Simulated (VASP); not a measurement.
**NbC4: single point with PBE**

The system is NbC4.

```
Nb C
1.0
    -2.46301    2.46301    2.46301
     2.46301   -2.46301    2.46301
     2.46301    2.46301   -2.46301
Nb C
1 4
Direct
  0.00000 0.00000 0.00000
  0.50000 0.50000 0.50000
  0.00000 0.00000 0.50000
  0.00000 0.50000 0.00000
  0.50000 0.00000 0.00000
```

```yaml
Program: VASP 6.6.1
Task: single point
Functional: PBE
Potentials_or_basis: VASP PAW PBE potentials, release 64 (Nb_sv, C)
Cutoff: 520 eV
k_mesh: 4 × 4 × 4
Occupations: gaussian, width 0.1 eV
Spin: no spin polarisation
```

- Pressure: -0.6 GPa

Levels at points of the mesh, in eV from the Fermi level:
```csv
k point,band 11,band 12,band 13,band 14,band 15,band 16,band 17,band 18
"(0.00, 0.00, 0.00)",-2.51,-1.93,-1.93,-1.93,0.63,0.63,3.04,3.04
"(0.50, 0.00, 0.00)",-2.64,-2.58,-2.04,-0.09,-0.05,1.24,1.25,1.92
"(0.50, 0.50, 0.50)",-4.84,-4.45,-4.45,-4.45,2.46,2.46,2.46,4.42
```

Run time: 12 s on 1 thread of Intel(R) Xeon(R) Platinum 8124M CPU @ 3.00GHz (Skylake/Cascade Lake), with other jobs on the host, peak memory 0.18 GiB.

Caveat: the k points lie up to 0.45 Å⁻¹ apart.
